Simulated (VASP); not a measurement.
# RbBr (P2_1/m) in VASP: further runs

Runs on RbBr. Level: PBE. Tasks: single point, relaxation of cell and atoms.

Everything below comes from runs of VASP 6.6.1. Logs are shortened: lines on timing, memory, paths and dates and some standing lists are left out, and cuts for length are marked.

## (1) The cell of the first run

Symmetry: P2_1/m, No. 11, monoclinic system. Conventional cell: a = 4.921 Å, b = 4.857 Å, c = 6.746 Å, α = 90.00°, β = 93.93°, γ = 90.00°. Within 5.1 Å of Rb (site symmetry m) lie 6 Br at 3.24 to 3.70 Å and 10 Rb at 4.41 to 5.07 Å. Within 4.3 Å of Br (site symmetry m) lie 6 Rb at 3.24 to 3.70 Å.

## (2) Single point, PBE

INCAR

```
SYSTEM = RbBr
PREC = Accurate ; ENCUT = 520
EDIFF = 1E-6 ; ISMEAR = 0
SIGMA = 0.1 ; LREAL = .False.
LASPH = .True. ; NELM = 100
ALGO = Normal ; ISIF = 2
LWAVE = .False. ; LCHARG = .True.
GGA = PE ; LELF = .True.
LVHAR = .True. ; NBANDS = 24
```

KPOINTS

```
Automatic mesh
0
Gamma
  4 4 4
  0 0 0
```

POSCAR

```
RbBr
1.0
    4.9206663500      0.0000000000      0.0000000000
    0.0000000000      4.8567156800      0.0000000000
   -0.4625391400      0.0000000000      6.7298814900
Rb Br
2 2
Direct
    0.3159103200      0.2500000000      0.2526559500
    0.6840896800      0.7500000000      0.7473440500
    0.2521780100      0.2500000000      0.7674582200
    0.7478219900      0.7500000000      0.2325417800
```

Potentials or basis: VASP PAW PBE potentials, release 64 (Rb_sv, Br).

The run is started by

```
> cat potpaw_PBE.64/Rb_sv/POTCAR potpaw_PBE.64/Br/POTCAR > POTCAR
> mpirun -np 1 vasp_std > vasp.out
```

OUTCAR:

```text
SYSTEM = RbBr
   PREC = Accurate
   ENCUT = 520
   EDIFF = 1E-6
   ISMEAR = 0
   LREAL = .False.
   LASPH = .True.
   NELM = 100
   ISIF = 2
   GGA = PE

 ion  position               nearest neighbor table
   1  0.316  0.250  0.253-   4 3.24   4 3.24   3 3.27   3 3.51   4 3.70   4 3.70   2 4.41   2 4.41
                             2 4.65   2 4.65   2 5.07   2 5.07   2 5.30   2 5.30
   2  0.684  0.750  0.747-   3 3.24   3 3.24   4 3.27   4 3.51   3 3.70   3 3.70   1 4.41   1 4.41
                             1 4.65   1 4.65   1 5.07   1 5.07   1 5.30   1 5.30
   3  0.252  0.250  0.767-   2 3.24   2 3.24   1 3.27   1 3.51   2 3.70   2 3.70
   4  0.748  0.750  0.233-   1 3.24   1 3.24   2 3.27   2 3.51   1 3.70   1 3.70

  LATTYP: Found a simple monoclinic cell.
 ALAT       =     4.9206663500
 B/A-ratio  =     0.9870036565
 C/A-ratio  =     1.3709032981
 COS(beta)  =    -0.0685674106

  Lattice vectors:

 A1 = (   4.9206663500,   0.0000000000,   0.0000000000)
 A2 = (   0.0000000000,   4.8567156800,   0.0000000000)
 A3 = (  -0.4625391400,   0.0000000000,   6.7298814900)

Analysis of symmetry for initial positions (statically):
=====================================================================
 Subroutine PRICEL returns:
 Original cell was already a primitive cell.

 Routine SETGRP: Setting up the symmetry group for a
 simple monoclinic supercell.

 Subroutine GETGRP returns: Found  4 space group operations
 (whereof  2 operations were pure point group operations)
 out of a pool of  4 trial point group operations.

The static configuration has the point symmetry S_2 .
 The point group associated with its full space group is C_2h.

Analysis of symmetry for dynamics (positions and initial velocities):
=====================================================================
 Subroutine PRICEL returns:
 Original cell was already a primitive cell.

 Routine SETGRP: Setting up the symmetry group for a
 simple monoclinic supercell.

 Subroutine GETGRP returns: Found  4 space group operations
 (whereof  2 operations were pure point group operations)
 out of a pool of  4 trial point group operations.

The dynamic configuration has the point symmetry S_2 .
 The point group associated with its full space group is C_2h.

 Subroutine INISYM returns: Found  4 space group operations
 (whereof  2 operations are pure point group operations),
 and found     1 'primitive' translations

----------------------------------------------------------------------------------------

                                     Primitive cell

  volume of cell :     160.8326

  direct lattice vectors                    reciprocal lattice vectors
     4.920666350  0.000000000  0.000000000     0.203224508  0.000000000  0.013967451
     0.000000000  4.856715680  0.000000000     0.000000000  0.205900462  0.000000000
    -0.462539140  0.000000000  6.729881490     0.000000000  0.000000000  0.148591027

  length of vectors
     4.920666350  4.856715680  6.745757728     0.203703929  0.205900462  0.148591027

  position of ions in fractional coordinates (direct lattice)
     0.315910320  0.250000000  0.252655950
     0.684089680  0.750000000  0.747344050
     0.252178010  0.250000000  0.767458220
     0.747821990  0.750000000  0.232541780

  ion indices of the primitive-cell ions
   primitive index   ion index
                 1           1
                 2           2
                 3           3
                 4           4

----------------------------------------------------------------------------------------

 KPOINTS: Automatic mesh

Automatic generation of k-mesh.
 Grid dimensions read from file:
 generate k-points for:    4    4    4

 Generating k-lattice:

  Cartesian coordinates                     Fractional coordinates (reciprocal lattice)
     0.050806127  0.000000000  0.003491863     0.250000000  0.000000000  0.000000000
     0.000000000  0.051475115  0.000000000     0.000000000  0.250000000  0.000000000
     0.000000000  0.000000000  0.037147757     0.000000000  0.000000000  0.250000000

  Length of vectors
     0.050925982  0.051475115  0.037147757

  Shift w.r.t. Gamma in fractional coordinates (k-lattice)
     0.000000000  0.000000000  0.000000000

 Subroutine IBZKPT returns following result:
 ===========================================

 Found     30 irreducible k-points:

 Following reciprocal coordinates:
            Coordinates               Weight
  0.000000  0.000000  0.000000      1.000000
  0.250000  0.000000  0.000000      2.000000
  0.500000  0.000000  0.000000      1.000000
  0.000000  0.250000  0.000000      2.000000
  0.250000  0.250000  0.000000      4.000000
  0.500000  0.250000  0.000000      2.000000
[... 16 lines left out ...]
  0.250000  0.000000  0.500000      2.000000
  0.500000  0.000000  0.500000      1.000000
 [... further k-points ...]
   k-points           NKPTS =     30   k-points in BZ     NKDIM =     30   number of bands    NBANDS=     24
   number of dos      NEDOS =    301   number of ions     NIONS =      4
   total plane-waves  NPLWV =  72000
   dimension x,y,z NGX =    40 NGY =   36 NGZ =   50
   dimension x,y,z NGXF=    80 NGYF=   72 NGZF=  100
   ions per type =               2   2
   NGX,Y,Z   is equivalent  to a cutoff of  13.51, 12.32, 12.32 a.u.
   NGXF,Y,Z  is equivalent  to a cutoff of  27.03, 24.65, 24.64 a.u.
 SYSTEM =  RbBr
   PREC   = accura    normal or accurate (medium, high low for compatibility)
   ISTART =      0    job   : 0-new  1-cont  2-samecut
   ICHARG =      2    charge: 1-file 2-atom 10-const
   ISPIN  =      1    spin polarized calculation?
   LNONCOLLINEAR =      F non collinear calculations
   LSORBIT =      F    spin-orbit coupling
   LASPH  =      T    aspherical Exc in radial PAW
   ENCUT  =  520.0 eV  38.22 Ry    6.18 a.u.   9.15  9.03 12.54*2*pi/ulx,y,z
   NELM   =    100;   NELMIN=  2; NELMDL= -5     # of ELM steps
   EDIFF  = 0.1E-05   stopping-criterion for ELM
   LREAL  =      F    real-space projection
   EDIFFG = 0.1E-04   stopping-criterion for IOM
   NSW    =      0    number of steps for IOM
   IBRION =     -1    ionic relax: 0-MD 1-quasi-New 2-CG
   NFREE  =      0    steps in history (QN), initial steepest desc. (CG)
   ISIF   =      2    stress and relaxation
   ISYM   =      2    0-nonsym 1-usesym 2-fastsym
   POTIM  = 0.5000    time-step for ionic-motion
   TEBEG  =    0.0;   TEEND  =   0.0 temperature during run
   PSTRESS=    0.0 pullay stress
   NELECT =      32.0000    total number of electrons
   NUPDOWN=      -1.0000    fix difference up-down
   EMIN   =  10.00;   EMAX   =-10.00  energy-range for DOS
   EFERMI =   0.00;   METHOD = LEGACY
   ISMEAR =     0;   SIGMA  =   0.10  broadening in eV -4-tet -1-fermi 0-gaus
   EFERMI_NEDOS =   21; number of points for ismear=-14 and -15
   IALGO  =     38    algorithm
   IMIX   =      4    mixing-type and parameters
     AMIX     =   0.40;   BMIX     =  1.00
     AMIX_MAG =   1.60;   BMIX_MAG =  1.00
  volume/ion in A,a.u.               =      40.21       271.34
  Fermi-wavevector in a.u.,A,eV,Ry     =   0.955726  1.806061 12.427732  0.913413
  Thomas-Fermi vector in A             =   2.084590
   LORBIT       =      0    0 simple, 1 ext, 2 COOP (PROOUT), +10 PAW based schemes
   GGA     = PE    functional components
   LHFCALC =     F    Hartree Fock is set to
   AEXX    =    0.0000 exact exchange contribution
   IVDW    =     0    specifies the selected vdW correction
   LEPSILON=     F    determine dielectric tensor
   LRPA    =     F    only Hartree local field effects (RPA)
 non-spin polarized calculation
 Gauss-broadening in eV      SIGMA  =   0.10
  energy-cutoff  :      520.00
  volume of cell :      160.83
 maximum number of plane-waves:      4358
 NGX is ok and might be reduce to    40
   NGX = 19   NGY = 19   NGZ = 25

 number of electron      31.9999998 magnetization

 Free energy of the ion-electron system (eV)
  ---------------------------------------------------
  ext. energy  EPLUGINS =         0.00000000
  ---------------------------------------------------
  free energy    TOTEN  =       -11.99877386 eV

  energy without entropy =      -11.99877386  energy(sigma->0) =      -11.99877386

 E-fermi :  -1.2443     XC(G=0):  -7.2228

 val. band max:       -1.7088128903   @ k =   0.0000   0.0000   0.0000
 cond. band min:       2.6047839008   @ k =   0.0000   0.0000   0.0000
 fundamental gap:      4.3135967911
 Fermi energy:        -1.2442720735

 k-point     1 :       0.0000    0.0000    0.0000
  band No.  band energies     occupation
      1     -26.1670      2.00000
      2     -26.1492      2.00000
      3     -13.9461      2.00000
      4     -13.8900      2.00000
      5     -10.4651      2.00000
      6     -10.3443      2.00000
[... 16 lines left out ...]
     23       6.3634      0.00000
     24       6.5329      0.00000

 k-point     2 :       0.2500    0.0000    0.0000
  band No.  band energies     occupation
      1     -26.1645      2.00000
      2     -26.1490      2.00000
      3     -13.9559      2.00000
      4     -13.9145      2.00000
      5     -10.4441      2.00000
      6     -10.3257      2.00000
[... 16 lines left out ...]
     23       6.6399      0.00000
     24       6.9173      0.00000

 k-point     3 :       0.5000    0.0000    0.0000
  band No.  band energies     occupation
      1     -26.1618      2.00000
      2     -26.1491      2.00000
      3     -13.9611      2.00000
      4     -13.9435      2.00000
      5     -10.4185      2.00000
      6     -10.3052      2.00000
[... 16 lines left out ...]
     23       6.9849      0.00000
     24       7.4866      0.00000

 k-point     4 :       0.0000    0.2500    0.0000
  band No.  band energies     occupation
      1     -26.1627      2.00000
      2     -26.1501      2.00000
      3     -13.9594      2.00000
      4     -13.9199      2.00000
      5     -10.4315      2.00000
      6     -10.3305      2.00000
[... 16 lines left out ...]
     23       6.4563      0.00000
     24       7.0376      0.00000

 k-point     5 :       0.2500    0.2500    0.0000
  band No.  band energies     occupation
      1     -26.1606      2.00000
      2     -26.1497      2.00000
      3     -13.9490      2.00000
      4     -13.9192      2.00000
      5     -10.4206      2.00000
      6     -10.3807      2.00000
[... 16 lines left out ...]
     23       6.9517      0.00000
     24       7.0695      0.00000

 k-point     6 :       0.5000    0.2500    0.0000
  band No.  band energies     occupation
      1     -26.1585      2.00000
      2     -26.1494      2.00000
      3     -13.9346      2.00000
      4     -13.9229      2.00000
      5     -10.4015      2.00000
      6     -10.3972      2.00000
[... 16 lines left out ...]
     23       7.5705      0.00000
     24       7.7432      0.00000
[... 379 lines left out ...]
 k-point    21 :      -0.2500    0.5000    0.2500
  band No.  band energies     occupation
      1     -26.1534      2.00000
      2     -26.1534      2.00000
      3     -13.9496      2.00000
      4     -13.9496      2.00000
      5     -10.3524      2.00000
      6     -10.3524      2.00000
[... 16 lines left out ...]
     23       7.4325      0.00000
     24       7.4325      0.00000

 k-point    22 :       0.0000    0.0000    0.5000
  band No.  band energies     occupation
      1     -26.1593      2.00000
      2     -26.1566      2.00000
      3     -13.9690      2.00000
      4     -13.9340      2.00000
      5     -10.3001      2.00000
      6     -10.2898      2.00000
[... 16 lines left out ...]
     23       6.9396      0.00000
     24       7.0756      0.00000

 k-point    23 :       0.2500    0.0000    0.5000
  band No.  band energies     occupation
      1     -26.1584      2.00000
      2     -26.1548      2.00000
      3     -13.9842      2.00000
      4     -13.9517      2.00000
      5     -10.2913      2.00000
      6     -10.2757      2.00000
[... 16 lines left out ...]
     23       7.1943      0.00000
     24       7.2539      0.00000

 k-point    24 :       0.5000    0.0000    0.5000
  band No.  band energies     occupation
      1     -26.1575      2.00000
      2     -26.1532      2.00000
      3     -13.9994      2.00000
      4     -13.9693      2.00000
      5     -10.2816      2.00000
      6     -10.2621      2.00000
[... 16 lines left out ...]
     23       7.6463      0.00000
     24       7.7023      0.00000

 [... further k-points ...]

------------------------ aborting loop because EDIFF is reached ----------------------------------------

  FORCE on cell =-STRESS in cart. coord.  units (eV):
  Direction    XX          YY          ZZ          XY          YZ          ZX
  --------------------------------------------------------------------------------------
  -------------------------------------------------------------------------------------
  Total        1.1319868      1.9189809      1.8509117      0.0000000      0.0000000      0.1870930
  in kB       11.2765937     19.1164485     18.4383588      0.0000000      0.0000000      1.8637775
  external PRESSURE =      16.2771336 kB  Pullay stress =       0.0000000 kB

 VOLUME and BASIS-vectors are now :
 -----------------------------------------------------------------------------
  energy-cutoff  :      520.00
  volume of cell :      160.83
      direct lattice vectors                 reciprocal lattice vectors
     4.920666350  0.000000000  0.000000000     0.203224508  0.000000000  0.013967451
     0.000000000  4.856715680  0.000000000     0.000000000  0.205900462  0.000000000
    -0.462539140  0.000000000  6.729881490     0.000000000  0.000000000  0.148591027

 POSITION                                       TOTAL-FORCE (eV/Angst)
 -----------------------------------------------------------------------------------
      1.43763      1.21418      1.70034        -0.462935      0.000000      0.120983
      3.02050      3.64254      5.02954         0.462935     -0.000000     -0.120983
      0.88590      1.21418      5.16490        -0.377135      0.000000     -0.254368
      3.57222      3.64254      1.56498         0.377135      0.000000      0.254368
 -----------------------------------------------------------------------------------
    total drift:                               -0.000000      0.000000      0.000000

  FREE ENERGIE OF THE ION-ELECTRON SYSTEM (eV)
  ---------------------------------------------------
  free  energy   TOTEN  =       -11.9987738573 eV

  energy  without entropy=      -11.9987738573  energy(sigma->0) =      -11.99877386
```

It took 76 s on 1 thread of Intel Xeon 6975P-C (Granite Rapids), shared host; peak memory 0.29 GiB.

Results:

```
Free energy            : -11.9988 eV
Pressure               : 1.6 GPa
Largest force          : 0.478 eV/Å
Band gap on the k mesh : 4.31 eV
```

Forces on the atoms (eV/Å):
```
Rb  -0.463  0.000  0.121
Rb   0.463  0.000 -0.121
Br  -0.377  0.000 -0.254
Br   0.377  0.000  0.254
```

Stress tensor (GPa, compression positive):
```
1.13 0.00 0.19
0.00 1.91 0.00
0.19 0.00 1.84
```

[end of part 1 of 2]
